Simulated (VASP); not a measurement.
# GaAs (F-43m) in VASP: single point with PBE

Aim: the single point of GaAs with PBE.

Everything below comes from runs of VASP 6.6.1. Logs are shortened: lines on timing, memory, paths and dates and some standing lists are left out, and cuts for length are marked.

## 1. The cell of the first run

Symmetry: F-43m, No. 216, cubic system. Conventional cell: a = 5.654 Å, b = 5.654 Å, c = 5.654 Å, α = 90.00°, β = 90.00°, γ = 90.00°. Ga (site symmetry -43m) has 4 As at 2.45 Å within 3.2 Å. Within 3.2 Å of As (site symmetry -43m) lie 4 Ga at 2.45 Å.

## 2. Single point, PBE

Contents of INCAR:

```
PREC = Accurate ; ENCUT = 520
EDIFF = 1E-6 ; ISMEAR = 0
SIGMA = 0.1 ; LREAL = F
LASPH = T ; NELM = 80
ALGO = Normal ; ISIF = 2
LWAVE = F ; LCHARG = F
GGA = PE ; NBANDS = 16
```

Contents of KPOINTS:

```
regular mesh
0
Gamma
  6 6 6
```

Contents of POSCAR:

```
GaAs
1.0
    0.0000000000      2.8268500000      2.8268500000
    2.8268500000      0.0000000000      2.8268500000
    2.8268500000      2.8268500000      0.0000000000
Ga As
1 1
Direct
    0.0000000000      0.0000000000      0.0000000000
    0.7500000000      0.7500000000      0.7500000000
```

Potentials or basis: VASP PAW PBE potentials, release 64 (Ga_d, As).

On the command line:

```sh
cat potpaw_PBE.64/Ga_d/POTCAR potpaw_PBE.64/As/POTCAR > POTCAR
mpirun -np 1 vasp_std > vasp.out
```

OUTCAR:

```text
PREC = Accurate
   ENCUT = 520
   EDIFF = 1E-6
   ISMEAR = 0
   LREAL = F
   LASPH = T
   NELM = 80
   ISIF = 2
   GGA = PE

 ion  position               nearest neighbor table
   1  0.000  0.000  0.000-   2 2.45   2 2.45   2 2.45   2 2.45
   2  0.750  0.750  0.750-   1 2.45   1 2.45   1 2.45   1 2.45

  LATTYP: Found a face centered cubic cell.
 ALAT       =     5.6537000000

  Lattice vectors:

 A1 = (   0.0000000000,   2.8268500000,   2.8268500000)
 A2 = (   2.8268500000,   0.0000000000,   2.8268500000)
 A3 = (   2.8268500000,   2.8268500000,   0.0000000000)

Analysis of symmetry for initial positions (statically):
=====================================================================
 Subroutine PRICEL returns:
 Original cell was already a primitive cell.

 Routine SETGRP: Setting up the symmetry group for a
 face centered cubic supercell.

 Subroutine GETGRP returns: Found 24 space group operations
 (whereof 24 operations were pure point group operations)
 out of a pool of 48 trial point group operations.

The static configuration has the point symmetry T_d .

Analysis of symmetry for dynamics (positions and initial velocities):
=====================================================================
 Subroutine PRICEL returns:
 Original cell was already a primitive cell.

 Routine SETGRP: Setting up the symmetry group for a
 face centered cubic supercell.

 Subroutine GETGRP returns: Found 24 space group operations
 (whereof 24 operations were pure point group operations)
 out of a pool of 48 trial point group operations.

The dynamic configuration has the point symmetry T_d .

 Subroutine INISYM returns: Found 24 space group operations
 (whereof 24 operations are pure point group operations),
 and found     1 'primitive' translations

----------------------------------------------------------------------------------------

                                     Primitive cell

  volume of cell :      45.1792

  direct lattice vectors                    reciprocal lattice vectors
     0.000000000  2.826850000  2.826850000    -0.176875321  0.176875321  0.176875321
     2.826850000  0.000000000  2.826850000     0.176875321 -0.176875321  0.176875321
     2.826850000  2.826850000  0.000000000     0.176875321  0.176875321 -0.176875321

  length of vectors
     3.997769609  3.997769609  3.997769609     0.306357042  0.306357042  0.306357042

  position of ions in fractional coordinates (direct lattice)
     0.000000000  0.000000000  0.000000000
     0.750000000  0.750000000  0.750000000

  ion indices of the primitive-cell ions
   primitive index   ion index
                 1           1
                 2           2

----------------------------------------------------------------------------------------

 KPOINTS: regular mesh

Automatic generation of k-mesh.
 Grid dimensions read from file:
 generate k-points for:    6    6    6

 Generating k-lattice:

  Cartesian coordinates                     Fractional coordinates (reciprocal lattice)
    -0.029479220  0.029479220  0.029479220     0.166666667  0.000000000  0.000000000
     0.029479220 -0.029479220  0.029479220     0.000000000  0.166666667  0.000000000
     0.029479220  0.029479220 -0.029479220     0.000000000  0.000000000  0.166666667

  Length of vectors
     0.051059507  0.051059507  0.051059507

  Shift w.r.t. Gamma in fractional coordinates (k-lattice)
     0.000000000  0.000000000  0.000000000

 Subroutine IBZKPT returns following result:
 ===========================================

 Found     16 irreducible k-points:

 Following reciprocal coordinates:
            Coordinates               Weight
  0.000000  0.000000  0.000000      1.000000
  0.166667  0.000000  0.000000      8.000000
  0.333333  0.000000  0.000000      8.000000
  0.500000  0.000000  0.000000      4.000000
  0.166667  0.166667  0.000000      6.000000
  0.333333  0.166667  0.000000     24.000000
[... 8 lines left out ...]
 -0.333333  0.333333  0.166667     24.000000
 -0.333333  0.500000  0.166667     12.000000
   k-points           NKPTS =     16   k-points in BZ     NKDIM =     16   number of bands    NBANDS=     16
   number of dos      NEDOS =    301   number of ions     NIONS =      2
   total plane-waves  NPLWV =  27000
   dimension x,y,z NGX =    30 NGY =   30 NGZ =   30
   dimension x,y,z NGXF=    60 NGYF=   60 NGZF=   60
   ions per type =               1   1
   NGX,Y,Z   is equivalent  to a cutoff of  12.48, 12.48, 12.48 a.u.
   NGXF,Y,Z  is equivalent  to a cutoff of  24.95, 24.95, 24.95 a.u.
 SYSTEM =  unknown system
   PREC   = accura    normal or accurate (medium, high low for compatibility)
   ISTART =      0    job   : 0-new  1-cont  2-samecut
   ICHARG =      2    charge: 1-file 2-atom 10-const
   ISPIN  =      1    spin polarized calculation?
   LNONCOLLINEAR =      F non collinear calculations
   LSORBIT =      F    spin-orbit coupling
   LASPH  =      T    aspherical Exc in radial PAW
   ENCUT  =  520.0 eV  38.22 Ry    6.18 a.u.   7.43  7.43  7.43*2*pi/ulx,y,z
   NELM   =     80;   NELMIN=  2; NELMDL= -5     # of ELM steps
   EDIFF  = 0.1E-05   stopping-criterion for ELM
   LREAL  =      F    real-space projection
   EDIFFG = 0.1E-04   stopping-criterion for IOM
   NSW    =      0    number of steps for IOM
   IBRION =     -1    ionic relax: 0-MD 1-quasi-New 2-CG
   NFREE  =      0    steps in history (QN), initial steepest desc. (CG)
   ISIF   =      2    stress and relaxation
   ISYM   =      2    0-nonsym 1-usesym 2-fastsym
   POTIM  = 0.5000    time-step for ionic-motion
   TEBEG  =    0.0;   TEEND  =   0.0 temperature during run
   PSTRESS=    0.0 pullay stress
   NELECT =      18.0000    total number of electrons
   NUPDOWN=      -1.0000    fix difference up-down
   EMIN   =  10.00;   EMAX   =-10.00  energy-range for DOS
   EFERMI =   0.00;   METHOD = LEGACY
   ISMEAR =     0;   SIGMA  =   0.10  broadening in eV -4-tet -1-fermi 0-gaus
   EFERMI_NEDOS =   21; number of points for ismear=-14 and -15
   IALGO  =     38    algorithm
   IMIX   =      4    mixing-type and parameters
     AMIX     =   0.40;   BMIX     =  1.00
     AMIX_MAG =   1.60;   BMIX_MAG =  1.00
  volume/ion in A,a.u.               =      22.59       152.44
  Fermi-wavevector in a.u.,A,eV,Ry     =   1.204628  2.276417 19.743799  1.451128
  Thomas-Fermi vector in A             =   2.340347
   LORBIT       =      0    0 simple, 1 ext, 2 COOP (PROOUT), +10 PAW based schemes
   GGA     = PE    functional components
   LHFCALC =     F    Hartree Fock is set to
   AEXX    =    0.0000 exact exchange contribution
   IVDW    =     0    specifies the selected vdW correction
   LEPSILON=     F    determine dielectric tensor
   LRPA    =     F    only Hartree local field effects (RPA)
 non-spin polarized calculation
 Gauss-broadening in eV      SIGMA  =   0.10
  energy-cutoff  :      520.00
  volume of cell :       45.18
 maximum number of plane-waves:      1243
 NGX is ok and might be reduce to    30
   NGX = 15   NGY = 15   NGZ = 15

 number of electron      17.9999995 magnetization

 Free energy of the ion-electron system (eV)
  ---------------------------------------------------
  ext. energy  EPLUGINS =         0.00000000
  ---------------------------------------------------
  free energy    TOTEN  =        -8.22700789 eV

  energy without entropy =       -8.22700679  energy(sigma->0) =       -8.22700734

 E-fermi :   4.2094     XC(G=0):  -9.5835

 val. band max:        3.9404454674   @ k =   0.0000   0.0000   0.0000
 cond. band min:       4.4583920045   @ k =   0.0000   0.0000   0.0000
 fundamental gap:      0.5179465371
 Fermi energy:         4.2093649221

 k-point     1 :       0.0000    0.0000    0.0000
  band No.  band energies     occupation
      1     -10.8783      2.00000
      2     -10.8783      2.00000
      3     -10.8783      2.00000
      4     -10.7994      2.00000
      5     -10.7994      2.00000
      6      -8.7856      2.00000
[... 8 lines left out ...]
     15      14.0578      0.00000
     16      14.0578      0.00000

 k-point     2 :       0.1667    0.0000    0.0000
  band No.  band energies     occupation
      1     -10.9007      2.00000
      2     -10.8724      2.00000
      3     -10.8724      2.00000
      4     -10.7996      2.00000
      5     -10.7996      2.00000
      6      -8.4652      2.00000
[... 8 lines left out ...]
     15      12.9789      0.00000
     16      12.9789      0.00000

 k-point     3 :       0.3333    0.0000    0.0000
  band No.  band energies     occupation
      1     -10.9398      2.00000
      2     -10.8626      2.00000
      3     -10.8626      2.00000
      4     -10.7978      2.00000
      5     -10.7978      2.00000
      6      -7.6375      2.00000
[... 8 lines left out ...]
     15      13.6010      0.00000
     16      13.6010      0.00000

 k-point     4 :       0.5000    0.0000    0.0000
  band No.  band energies     occupation
      1     -10.9573      2.00000
      2     -10.8590      2.00000
      3     -10.8590      2.00000
      4     -10.7956      2.00000
      5     -10.7956      2.00000
      6      -7.0197      2.00000
[... 8 lines left out ...]
     15      15.8051      0.00000
     16      15.8051      0.00000
[... 172 lines left out ...]
 k-point    14 :       0.5000    0.3333    0.1667
  band No.  band energies     occupation
      1     -10.9632      2.00000
      2     -10.8513      2.00000
      3     -10.8445      2.00000
      4     -10.8098      2.00000
      5     -10.7934      2.00000
      6      -6.9742      2.00000
[... 8 lines left out ...]
     15      15.0587      0.00000
     16      17.0574      0.00000

 k-point    15 :      -0.3333    0.3333    0.1667
  band No.  band energies     occupation
      1     -10.9707      2.00000
      2     -10.8507      2.00000
      3     -10.8395      2.00000
      4     -10.8074      2.00000
      5     -10.7958      2.00000
      6      -6.4686      2.00000
[... 8 lines left out ...]
     15      16.1085      0.00000
     16      16.6581      0.00000

 k-point    16 :      -0.3333    0.5000    0.1667
  band No.  band energies     occupation
      1     -10.9796      2.00000
      2     -10.8426      2.00000
      3     -10.8334      2.00000
      4     -10.8143      2.00000
      5     -10.7923      2.00000
      6      -6.2351      2.00000
[... 8 lines left out ...]
     15      16.1479      0.00000
     16      17.2725      0.00000

------------------------ aborting loop because EDIFF is reached ----------------------------------------

  FORCE on cell =-STRESS in cart. coord.  units (eV):
  Direction    XX          YY          ZZ          XY          YZ          ZX
  --------------------------------------------------------------------------------------
  -------------------------------------------------------------------------------------
  Total        0.9682171      0.9682171      0.9682171      0.0000000     -0.0000000      0.0000000
  in kB       34.3356334     34.3356334     34.3356334      0.0000000     -0.0000000      0.0000000
  external PRESSURE =      34.3356334 kB  Pullay stress =       0.0000000 kB

 VOLUME and BASIS-vectors are now :
 -----------------------------------------------------------------------------
  energy-cutoff  :      520.00
  volume of cell :       45.18
      direct lattice vectors                 reciprocal lattice vectors
     0.000000000  2.826850000  2.826850000    -0.176875321  0.176875321  0.176875321
     2.826850000  0.000000000  2.826850000     0.176875321 -0.176875321  0.176875321
     2.826850000  2.826850000  0.000000000     0.176875321  0.176875321 -0.176875321

 POSITION                                       TOTAL-FORCE (eV/Angst)
 -----------------------------------------------------------------------------------
      0.00000      0.00000      0.00000         0.000000     -0.000000     -0.000000
      4.24027      4.24027      4.24027        -0.000000      0.000000      0.000000
 -----------------------------------------------------------------------------------
    total drift:                               -0.000002     -0.000002     -0.000002

  FREE ENERGIE OF THE ION-ELECTRON SYSTEM (eV)
  ---------------------------------------------------
  free  energy   TOTEN  =        -8.2270078903 eV

  energy  without entropy=       -8.2270067942  energy(sigma->0) =       -8.22700734
```

Wall time 18 s (1 thread of Intel Xeon Platinum 8259CL at 2.50GHz (Skylake/Cascade Lake), shared host); peak memory 0.17 GiB.

Results:

```yaml
Free_energy: -8.2270 eV
Pressure: 3.4 GPa
Band_gap_on_the_k_mesh: 0.52 eV, direct
```
